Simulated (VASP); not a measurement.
# C in VASP: notebook

The runs below take C through single point, with PBE.

All numbers are computed with VASP 6.6.1; they aren't measurements. Logs are shortened: lines on timing, memory, paths and dates and some standing lists are left out, and cuts for length are marked.

## (1) The cell of the first run

The cell holds a slab with vacuum, 6 atoms: a = 2.526 Å, b = 2.526 Å, c = 17.304 Å, α = 90.00°, β = 90.00°, γ = 90.00°.

## (2) Single point, PBE

Contents of INCAR:

```
ALGO = Normal ; DIPOL = 0.5 0.5 0.500
EDIFF = 1E-6 ; ENCUT = 520
GGA = PE ; IDIPOL = 3
ISIF = 2 ; ISMEAR = -1
LASPH = True ; LCHARG = True
LDIPOL = True ; LELF = True
LREAL = False ; LVACPOTAV = True
LVHAR = True ; LWAVE = False
NBANDS = 21 ; NELM = 100
PREC = Accurate ; SIGMA = 0.02
```

Contents of KPOINTS:

```
k-points
0
Gamma
  12 12 1
```

Contents of POSCAR:

```
C
1.0
    2.5255274272      0.0000000000      0.0000000000
    0.0000000000      2.5255274272      0.0000000000
    0.0000000000      0.0000000000     17.3036000000
C
6
Direct
    0.7500000000      0.0000000000      0.3756445340
    0.2500000000      0.0000000000      0.4205156608
    0.2500000000      0.5000000000      0.4751005762
    0.7500000000      0.5000000000      0.5248994240
    0.7500000000      0.0000000000      0.5794843371
    0.2500000000      0.0000000000      0.6243554660
```

Potentials or basis: VASP PAW PBE potentials, release 64 (C).

The run is started by

```bash
$ cat potpaw_PBE.64/C/POTCAR > POTCAR
$ mpirun -np 1 vasp_std > vasp.out
```

OUTCAR:

```text
EDIFF = 1E-6
   ENCUT = 520
   GGA = PE
   ISIF = 2
   ISMEAR = -1
   LASPH = True
   LREAL = False
   NELM = 100
   PREC = Accurate

 ion  position               nearest neighbor table
   1  0.750  0.000  0.376-   2 1.48   2 1.48
   2  0.250  0.000  0.421-   1 1.48   1 1.48   3 1.58   3 1.58
   3  0.250  0.500  0.475-   4 1.53   4 1.53   2 1.58   2 1.58
   4  0.750  0.500  0.525-   3 1.53   3 1.53   5 1.58   5 1.58
   5  0.750  0.000  0.579-   6 1.48   6 1.48   4 1.58   4 1.58
   6  0.250  0.000  0.624-   5 1.48   5 1.48

  LATTYP: Found a simple tetragonal cell.
 ALAT       =     2.5255274272
 C/A-ratio  =     6.8514797399

  Lattice vectors:

 A1 = (   2.5255274272,   0.0000000000,   0.0000000000)
 A2 = (   0.0000000000,   2.5255274272,   0.0000000000)
 A3 = (   0.0000000000,   0.0000000000,  17.3036000000)

Analysis of symmetry for initial positions (statically):
=====================================================================
 Subroutine PRICEL returns:
 Original cell was already a primitive cell.

 Routine SETGRP: Setting up the symmetry group for a
 simple tetragonal supercell.

 Subroutine GETGRP returns: Found  8 space group operations
 (whereof  4 operations were pure point group operations)
 out of a pool of 16 trial point group operations.

The static configuration has the point symmetry C_2h.
 The point group associated with its full space group is D_2h.

Analysis of symmetry for dynamics (positions and initial velocities):
=====================================================================
 Subroutine PRICEL returns:
 Original cell was already a primitive cell.

 Routine SETGRP: Setting up the symmetry group for a
 simple tetragonal supercell.

 Subroutine GETGRP returns: Found  8 space group operations
 (whereof  4 operations were pure point group operations)
 out of a pool of 16 trial point group operations.

The dynamic configuration has the point symmetry C_2h.
 The point group associated with its full space group is D_2h.

 Subroutine INISYM returns: Found  8 space group operations
 (whereof  4 operations are pure point group operations),
 and found     1 'primitive' translations

----------------------------------------------------------------------------------------

                                     Primitive cell

  volume of cell :     110.3674

  direct lattice vectors                    reciprocal lattice vectors
     2.525527427  0.000000000  0.000000000     0.395956896  0.000000000  0.000000000
     0.000000000  2.525527427  0.000000000     0.000000000  0.395956896  0.000000000
     0.000000000  0.000000000 17.303600000     0.000000000  0.000000000  0.057791442

  length of vectors
     2.525527427  2.525527427 17.303600000     0.395956896  0.395956896  0.057791442

  position of ions in fractional coordinates (direct lattice)
     0.750000000  0.000000000  0.375644534
     0.250000000  0.000000000  0.420515661
     0.250000000  0.500000000  0.475100576
     0.750000000  0.500000000  0.524899424
     0.750000000  0.000000000  0.579484337
     0.250000000  0.000000000  0.624355466

  ion indices of the primitive-cell ions
   primitive index   ion index
                 1           1
                 2           2
                 3           3
                 4           4
                 5           5
                 6           6

----------------------------------------------------------------------------------------

 KPOINTS: k-points

Automatic generation of k-mesh.
 Grid dimensions read from file:
 generate k-points for:   12   12    1

 Generating k-lattice:

  Cartesian coordinates                     Fractional coordinates (reciprocal lattice)
     0.032996408  0.000000000  0.000000000     0.083333333  0.000000000  0.000000000
     0.000000000  0.032996408  0.000000000     0.000000000  0.083333333  0.000000000
     0.000000000  0.000000000  0.057791442     0.000000000  0.000000000  1.000000000

  Length of vectors
     0.032996408  0.032996408  0.057791442

  Shift w.r.t. Gamma in fractional coordinates (k-lattice)
     0.000000000  0.000000000  0.000000000

 Subroutine IBZKPT returns following result:
 ===========================================

 Found     49 irreducible k-points:

 Following reciprocal coordinates:
            Coordinates               Weight
  0.000000  0.000000  0.000000      1.000000
  0.083333  0.000000  0.000000      2.000000
  0.000000  0.083333  0.000000      2.000000
  0.166667  0.000000  0.000000      2.000000
  0.000000  0.166667  0.000000      2.000000
  0.250000  0.000000  0.000000      2.000000
[... 16 lines left out ...]
  0.500000  0.083333  0.000000      2.000000
 -0.083333  0.500000  0.000000      2.000000
 [... further k-points ...]
   k-points           NKPTS =     49   k-points in BZ     NKDIM =     49   number of bands    NBANDS=     21
   number of dos      NEDOS =    301   number of ions     NIONS =      6
   total plane-waves  NPLWV =  56000
   dimension x,y,z NGX =    20 NGY =   20 NGZ =  140
   dimension x,y,z NGXF=    40 NGYF=   40 NGZF=  280
   ions per type =               6
   NGX,Y,Z   is equivalent  to a cutoff of  13.17, 13.17, 13.45 a.u.
   NGXF,Y,Z  is equivalent  to a cutoff of  26.33, 26.33, 26.90 a.u.
 SYSTEM =  unknown system
   PREC   = accura    normal or accurate (medium, high low for compatibility)
   ISTART =      0    job   : 0-new  1-cont  2-samecut
   ICHARG =      2    charge: 1-file 2-atom 10-const
   ISPIN  =      1    spin polarized calculation?
   LNONCOLLINEAR =      F non collinear calculations
   LSORBIT =      F    spin-orbit coupling
   LASPH  =      T    aspherical Exc in radial PAW
   ENCUT  =  520.0 eV  38.22 Ry    6.18 a.u.   4.70  4.70 32.17*2*pi/ulx,y,z
   NELM   =    100;   NELMIN=  2; NELMDL= -5     # of ELM steps
   EDIFF  = 0.1E-05   stopping-criterion for ELM
   LREAL  =      F    real-space projection
   EDIFFG = 0.1E-04   stopping-criterion for IOM
   NSW    =      0    number of steps for IOM
   IBRION =     -1    ionic relax: 0-MD 1-quasi-New 2-CG
   NFREE  =      0    steps in history (QN), initial steepest desc. (CG)
   ISIF   =      2    stress and relaxation
   ISYM   =      2    0-nonsym 1-usesym 2-fastsym
   POTIM  = 0.5000    time-step for ionic-motion
   TEBEG  =    0.0;   TEEND  =   0.0 temperature during run
   PSTRESS=    0.0 pullay stress
   NELECT =      24.0000    total number of electrons
   NUPDOWN=      -1.0000    fix difference up-down
   EMIN   =  10.00;   EMAX   =-10.00  energy-range for DOS
   EFERMI =   0.00;   METHOD = LEGACY
   ISMEAR =    -1;   SIGMA  =   0.02  broadening in eV -4-tet -1-fermi 0-gaus
   EFERMI_NEDOS =   21; number of points for ismear=-14 and -15
   IALGO  =     38    algorithm
   IMIX   =      4    mixing-type and parameters
     AMIX     =   0.40;   BMIX     =  1.00
     AMIX_MAG =   1.60;   BMIX_MAG =  1.00
  volume/ion in A,a.u.               =      18.39       124.13
  Fermi-wavevector in a.u.,A,eV,Ry     =   0.984461  1.860361 13.186260  0.969163
  Thomas-Fermi vector in A             =   2.115695
   LORBIT       =      0    0 simple, 1 ext, 2 COOP (PROOUT), +10 PAW based schemes
   GGA     = PE    functional components
   LHFCALC =     F    Hartree Fock is set to
   AEXX    =    0.0000 exact exchange contribution
   IVDW    =     0    specifies the selected vdW correction
   LEPSILON=     F    determine dielectric tensor
   LRPA    =     F    only Hartree local field effects (RPA)
 non-spin polarized calculation
  energy-cutoff  :      520.00
  volume of cell :      110.37
 maximum number of plane-waves:      3009
   NGX =  9   NGY =  9   NGZ = 65

 number of electron      24.0000002 magnetization

 dipolmoment           0.000000      0.000000      0.000000 electrons x Angstroem

 Free energy of the ion-electron system (eV)
  ---------------------------------------------------
  ext. energy  EPLUGINS =         0.00000000
  ---------------------------------------------------
  free energy    TOTEN  =       -47.91608851 eV

  energy without entropy =      -47.91230123  energy(sigma->0) =      -47.91419487

 E-fermi :  -1.8982     XC(G=0):  -5.3372

 val. band max:       -1.9112159114   @ k =   0.0000   0.0833   0.0000
 cond. band min:      -1.8672974215   @ k =   0.4167   0.4167   0.0000
 fundamental gap:      0.0439184899
 Fermi energy:        -1.8981952220

 k-point     1 :       0.0000    0.0000    0.0000
  band No.  band energies     occupation
      1     -22.7875      2.00000
      2     -20.2629      2.00000
      3     -16.3505      2.00000
      4     -11.4216      2.00000
      5      -8.1366      2.00000
      6      -7.4234      2.00000
[... 13 lines left out ...]
     20       6.2179      0.00000
     21       6.3574      0.00000

 k-point     2 :       0.0833    0.0000    0.0000
  band No.  band energies     occupation
      1     -22.6616      2.00000
      2     -20.1436      2.00000
      3     -16.2360      2.00000
      4     -11.4274      2.00000
      5      -8.7131      2.00000
      6      -7.3818      2.00000
[... 13 lines left out ...]
     20       6.0622      0.00000
     21       6.7214      0.00000

 k-point     3 :       0.0000    0.0833    0.0000
  band No.  band energies     occupation
      1     -22.6615      2.00000
      2     -20.1456      2.00000
      3     -16.2773      2.00000
      4     -11.3609      2.00000
      5      -8.2754      2.00000
      6      -8.0448      2.00000
[... 13 lines left out ...]
     20       6.2812      0.00000
     21       6.6488      0.00000

 k-point     4 :       0.1667    0.0000    0.0000
  band No.  band energies     occupation
      1     -22.2850      2.00000
      2     -19.7885      2.00000
      3     -15.8932      2.00000
      4     -11.7615      2.00000
      5      -9.6557      2.00000
      6      -8.8858      2.00000
[... 13 lines left out ...]
     20       6.4908      0.00000
     21       7.4638      0.00000

 k-point     5 :       0.0000    0.1667    0.0000
  band No.  band energies     occupation
      1     -22.2850      2.00000
      2     -19.7979      2.00000
      3     -16.0912      2.00000
      4     -11.2330      2.00000
      5      -9.8314      2.00000
      6      -7.7759      2.00000
[... 13 lines left out ...]
     20       6.4596      0.00000
     21       7.0658      0.00000

 k-point     6 :       0.2500    0.0000    0.0000
  band No.  band energies     occupation
      1     -21.6620      2.00000
      2     -19.2095      2.00000
      3     -15.3246      2.00000
      4     -13.0575      2.00000
      5     -10.6873      2.00000
      6      -9.7224      2.00000
[... 13 lines left out ...]
     20       7.1285      0.00000
     21       8.2514      0.00000

 k-point     7 :       0.0000    0.2500    0.0000
  band No.  band energies     occupation
      1     -21.6629      2.00000
      2     -19.2353      2.00000
      3     -15.9413      2.00000
      4     -11.3863      2.00000
      5     -11.3197      2.00000
      6      -8.5478      2.00000
[... 13 lines left out ...]
     20       6.7168      0.00000
     21       7.4524      0.00000
[... 291 lines left out ...]
      1     -20.6828      2.00000
      2     -18.3855      2.00000
      3     -16.1150      2.00000
      4     -12.2081      2.00000
      5     -12.0620      2.00000
      6      -8.9243      2.00000
[... 13 lines left out ...]
     20       7.6428      0.00000
     21       7.8907      0.00000

 k-point    21 :       0.4167    0.0833    0.0000
  band No.  band energies     occupation
      1     -19.6055      2.00000
      2     -17.7186      2.00000
      3     -15.8422      2.00000
      4     -14.0537      2.00000
      5     -13.4458      2.00000
      6     -10.8774      2.00000
[... 13 lines left out ...]
     20       8.0648      0.00000
     21       8.7581      0.00000

 k-point    22 :      -0.0833    0.4167    0.0000
  band No.  band energies     occupation
      1     -19.6147      2.00000
      2     -17.6086      2.00000
      3     -17.0929      2.00000
      4     -13.1842      2.00000
      5     -12.2565      2.00000
      6      -8.8500      2.00000
[... 13 lines left out ...]
     20       8.4966      0.00000
     21       8.7247      0.00000

 k-point    23 :       0.5000    0.0833    0.0000
  band No.  band energies     occupation
      1     -18.4064      2.00000
      2     -18.4064      2.00000
      3     -15.4013      2.00000
      4     -15.4013      2.00000
      5     -12.2586      2.00000
      6     -12.2586      2.00000
[... 13 lines left out ...]
     20       7.9189      0.00000
     21       9.7831      0.00000

 k-point    24 :      -0.0833    0.5000    0.0000
  band No.  band energies     occupation
      1     -18.4792      2.00000
      2     -18.2691      2.00000
      3     -17.2000      2.00000
      4     -13.7453      2.00000
      5     -12.0817      2.00000
      6      -9.3197      2.00000
[... 13 lines left out ...]
     20       8.9008      0.00000
     21       9.3743      0.00000

 [... further k-points ...]
[... 5 lines left out ...]
  --------------------------------------------------------------------------------------
  -------------------------------------------------------------------------------------
  Total       -0.6971551     -5.6928706      0.1099823      0.0000000      0.0000000     -0.0000000
  in kB      -10.1204383    -82.6420825      1.5965873      0.0000000      0.0000000     -0.0000000
  external PRESSURE =     -30.3886445 kB  Pullay stress =       0.0000000 kB

 VOLUME and BASIS-vectors are now :
 -----------------------------------------------------------------------------
  energy-cutoff  :      520.00
  volume of cell :      110.37
      direct lattice vectors                 reciprocal lattice vectors
     2.525527427  0.000000000  0.000000000     0.395956896  0.000000000  0.000000000
     0.000000000  2.525527427  0.000000000     0.000000000  0.395956896  0.000000000
     0.000000000  0.000000000 17.303600000     0.000000000  0.000000000  0.057791442

 POSITION                                       TOTAL-FORCE (eV/Angst)
 -----------------------------------------------------------------------------------
      1.89415      0.00000      6.50000         0.000000      0.000000     -0.045023
      0.63138      0.00000      7.27643         0.000000      0.000000      0.017792
      0.63138      1.26276      8.22095        -0.000000      0.000000     -0.008311
      1.89415      1.26276      9.08265         0.000000     -0.000000      0.008311
      1.89415      0.00000     10.02717         0.000000      0.000000     -0.017792
      0.63138      0.00000     10.80360         0.000000      0.000000      0.045023
 -----------------------------------------------------------------------------------
    total drift:                                0.000000     -0.000000      0.000024

  FREE ENERGIE OF THE ION-ELECTRON SYSTEM (eV)
  ---------------------------------------------------
  free  energy   TOTEN  =       -47.9160885060 eV

  energy  without entropy=      -47.9123012260  energy(sigma->0) =      -47.91419487

 vacuum level on the upper side and lower side of the slab         5.281         5.281
```

Wall time 1.8 min (1 thread of AMD EPYC 9R45 (Zen 5), shared host); peak memory 0.22 GiB.

Results:

* Free energy: -47.9161 eV
* Largest force: 0.045 eV/Å
* Band gap on the k mesh: zero (band 12 reaches -1.50 eV, above the bottom of band 13 at -2.28 eV)

Forces on the atoms (eV/Å):
```
C    0.000  0.000 -0.045
C    0.000  0.000  0.018
C    0.000  0.000 -0.008
C    0.000  0.000  0.008
C    0.000  0.000 -0.018
C    0.000  0.000  0.045
```

Levels at points of the mesh, in eV from the Fermi level:
```
           k point  band 9  band 10  band 11  band 12  band 13  band 14  band 15  band 16
(0.00, 0.00, 0.00)   -3.06    -2.08    -0.77     0.40     2.32     4.46     4.67     4.87
(0.50, 0.00, 0.00)   -2.78    -2.78    -1.28    -1.28     3.89     3.89     8.15     8.15
(0.00, 0.50, 0.00)   -3.62    -3.59    -1.47    -0.04     0.31     1.03     7.73     8.74
(0.50, 0.50, 0.00)   -6.96    -6.96    -1.84    -1.84    -0.23    -0.23     7.18     7.18
```

(Part 1 of 2 ends here.)
